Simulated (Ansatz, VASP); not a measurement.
**One calculation of ZnO, two programs**

Contents of INCAR:

```
SYSTEM = ZnO
PREC = Accurate ; ENCUT = 520
EDIFF = 1E-7 ; ISMEAR = 0
SIGMA = 0.05 ; LREAL = .False.
LASPH = .True. ; NELM = 60
ALGO = Normal ; ISIF = 2
LWAVE = .False. ; LCHARG = .False.
GGA = PE ; IVDW = 12
NBANDS = 26
```

The input KPOINTS:

```
regular mesh
0
Gamma
  12 12 6
  0 0 0
```

The input POSCAR:

```
ZnO
1.0
    3.3152692768      0.0000000000      0.0000000000
   -1.6576346384      2.7862470964      0.0000000000
    0.0000000000      0.0000000000      6.1688483439
Zn O
2 2
Direct
    0.0000000000      0.0000000000      0.7500000000
    0.0000000000      0.0000000000      0.2500000000
    0.3333333333      0.6666666667      0.2500000000
    0.6666666667      0.3333333333      0.7500000000
```

Input for Ansatz:

```yaml
crystal:
  lattice:
    - [3.3152692768, 0.0, 0.0]
    - [-1.6576346384, 2.7862470964, 0.0]
    - [0.0, 0.0, 6.1688483439]
  atoms:
    - { symbol: Zn, position: [0.0, 0.0, 0.75] }
    - { symbol: Zn, position: [0.0, 0.0, 0.25] }
    - { symbol: O, position: [0.3333333333, 0.6666666667, 0.25] }
    - { symbol: O, position: [0.6666666667, 0.3333333333, 0.75] }
basis:
  ecutwfc: 420
kpoints:
  mp_grid: { grid: [12, 12, 6] }
hamiltonian:
  xc: pbe
  dispersion: d3bj
scf:
  occupations: { method: gaussian, width: 0.05 }
output:
  forces: true
  stress: true
  eigenvalues: true
```

Change from the starting cell: strain +0.0150 x Voigt [1, -1, 0, 0, 0, 0], atoms carried along.

Alike in both runs: task single point; functional PBE; dispersion D3(BJ); k mesh 12 × 12 × 6; occupations gaussian, width 0.05 eV; no spin polarisation.

```csv
,VASP,Ansatz
version,VASP 6.6.1,Ansatz 0.2.0
potentials or method,"VASP PAW PBE potentials, release 64 (Zn, O), cutoff 520 eV","scalar-relativistic, plane waves, PAW"
valence electrons in the cell,36,36
```

Ansatz gave:

```
gap on the k mesh at the Fermi level (eV)                     : 0.66
least direct gap on the mesh (eV)                             : 0.66
pressure (GPa)                                                : 0.1
traceless stress, the component that is largest in VASP (GPa) : 3.77
rms of the force components (eV/Å)                            : 0.234
```

Q: Estimate VASP's values.

A: gap on the k mesh at the Fermi level (eV): 0.66; least direct gap on the mesh (eV): 0.66; pressure (GPa): 1.1; traceless stress, the component that is largest in VASP (GPa): 4.40; rms of the force components (eV/Å): 0.248.

Atom by atom the forces differ by 0.014 eV/Å (rms over components).
